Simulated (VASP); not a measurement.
Wanted: the native input for a VASP 6.6.1 run.

```
Task                   : single point
Functional             : r2SCAN
Potentials or basis    : VASP PAW PBE potentials, release 64 (Si, Gd, V_sv)
Cutoff                 : 520 eV
k mesh                 : 5 × 5 × 5
Occupations            : gaussian, width 0.0204 eV
Spin                   : collinear spin, ferrimagnetic start
Starting moments       : [0.0, 0.0, 7.2, -1.6, 1.7] μB
Dipole correction      : no
Further INCAR settings : ALGO = Normal; EDIFF = 1e-06; NBANDS = 38
```

GdV2Si2:

```
Si Gd V
1.0
     0.00000    4.27129    0.00000
     4.27129    0.00000    0.00000
     2.13564    2.13564   -4.98468
Si Gd V
2 1 2
Direct
  0.38300 0.38300 0.23400
  0.61700 0.61700 0.76600
  0.00000 0.00000 0.00000
  0.75000 0.25000 0.50000
  0.25000 0.75000 0.50000
```

These files were run (other wordings do the same):

POSCAR

```
GdV2Si2
1.0
    0.0000000000      4.2712885400      0.0000000000
    4.2712885400      0.0000000000      0.0000000000
    2.1356442700      2.1356442700     -4.9846846600
Si Gd V
2 1 2
Direct
    0.3830000000      0.3830000000      0.2340000000
    0.6170000000      0.6170000000      0.7660000000
    0.0000000000      0.0000000000      0.0000000000
    0.7500000000      0.2500000000      0.5000000000
    0.2500000000      0.7500000000      0.5000000000
```

INCAR.step1

```
SYSTEM = GdV2Si2
PREC = Accurate
ENCUT = 520
ISMEAR = 0
SIGMA = 0.0204
LREAL = .False.
LASPH = .True.
NELM = 150
ISPIN = 2
MAGMOM = 0 0 7.2 -1.6 1.7
LMAXMIX = 6
NBANDS = 38
GGA = PE
ALGO = Normal
EDIFF = 1E-4
LWAVE = .True.
LCHARG = .False.
```

INCAR.step2

```
SYSTEM = GdV2Si2
PREC = Accurate
ENCUT = 520
EDIFF = 1E-6
ISMEAR = 0
SIGMA = 0.0204
LREAL = .False.
LASPH = .True.
NELM = 150
ALGO = Normal
ISIF = 2
LWAVE = .False.
LCHARG = .False.
ISPIN = 2
MAGMOM = 0 0 7.2 -1.6 1.7
LORBIT = 11
LMAXMIX = 6
METAGGA = R2SCAN
LMIXTAU = .True.
NBANDS = 38
ISTART = 1
```

KPOINTS

```
regular mesh
0
Gamma
  5 5 5
  0 0 0
```

Potentials or basis: VASP PAW PBE potentials, release 64 (Si, Gd, V_sv).

Command:

```bash
$ cat potpaw_PBE.64/Si/POTCAR potpaw_PBE.64/Gd/POTCAR potpaw_PBE.64/V_sv/POTCAR > POTCAR
$ cp INCAR.step1 INCAR
$ mpirun -np 1 vasp_std > vasp.out
$ cp INCAR.step2 INCAR
$ mpirun -np 1 vasp_std > vasp.out
```

Results of the run:

| Item | Value |
| --- | --- |
| Pressure | -6.5 GPa |
| Largest force | 0.760 eV/Å |
| Net moment | 7.37 μB per cell |
| Site moments | Si -0.02; Gd +6.85; V +0.04, +0.05 μB |
| Valence electrons inside the program's atomic spheres | Si 1.73; Gd 15.16; V 11.43 |

Caveat: the stress differs along the axes, from -15 to 10 GPa; the PAW data sets were made with another functional, which shifts forces and pressure a little.

Wall time 17 min on 1 thread of Intel(R) Xeon(R) 6975P-C (Granite Rapids), with other jobs on the host, peak memory 0.36 GiB.
